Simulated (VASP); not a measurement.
Input of a VASP 6.6.1 run:

Contents of INCAR:

```
PREC = Accurate ; ENCUT = 520
EDIFF = 1E-6 ; ISMEAR = -1
SIGMA = 0.03 ; LREAL = F
LASPH = T ; NELM = 80
ALGO = Normal ; ISIF = 2
LWAVE = F ; LCHARG = F
GGA = PS ; NBANDS = 18
```

The input KPOINTS:

```
regular mesh
0
Gamma
  10 10 10
```

The input POSCAR:

```
RbTi
1.0
    3.9794893237      0.0000000000      0.0000000000
    0.0000000000      3.9794893237      0.0000000000
    0.0000000000      0.0000000000      3.9794893237
Rb Ti
1 1
Direct
    0.0000000000      0.0000000000      0.0000000000
    0.5000000000      0.5000000000      0.5000000000
```

Potentials or basis: VASP PAW PBE potentials, release 64 (Rb_sv, Ti_sv).

Run with:

```console
$ cat potpaw_PBE.64/Rb_sv/POTCAR potpaw_PBE.64/Ti_sv/POTCAR > POTCAR
$ mpirun -np 1 vasp_std > vasp.out
```

(1) What does it give for the band gap on the k mesh?

(2) What does it give for the pressure?

## Answers

(1) zero (an odd number of electrons rules out a gap without spin polarisation).

(2) 0.4 GPa.

Caveat: the PAW data sets were made with another functional, which shifts forces and pressure a little.
